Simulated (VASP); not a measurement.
A run of VASP 6.6.1 is set up as follows.

The input INCAR:

```
PREC = Accurate
ENCUT = 600
EDIFF = 1E-6
ISMEAR = 0
SIGMA = 0.05
LREAL = False
LASPH = True
NELM = 120
ALGO = Normal
ISIF = 2
LWAVE = False
LCHARG = True
GGA = PS
LELF = True
LVHAR = True
NBANDS = 15
GGA_COMPAT = False
```

File KPOINTS:

```
regular mesh
0
Gamma
  8 8 8
```

POSCAR

```
BaO
1.0
    0.0000000000      2.9700000000      2.9700000000
    2.9700000000      0.0000000000      2.9700000000
    2.9700000000      2.9700000000      0.0000000000
Ba O
1 1
Direct
    0.0000000000      0.0000000000      0.0000000000
    0.5000000000      0.5000000000      0.5000000000
```

Potentials or basis: VASP PAW PBE potentials, release 64 (Ba_sv, O).

Run with:

```console
$ cat potpaw_PBE.64/Ba_sv/POTCAR potpaw_PBE.64/O/POTCAR > POTCAR
$ mpirun -np 1 vasp_std > vasp.out
```

(1) Predict the pressure.

(2) What does it give for the band gap on the k mesh?

Answers

(1) -9.9 GPa.

(2) 2.30 eV.

Caveat: the cell differs from its parent crystal (strain +0.080 along x and y, +0.080 along z); the cell stands under tension; the PAW data sets were made with another functional, which shifts forces and pressure a little; spin-orbit coupling is left out, which moves the levels of the heavy elements.
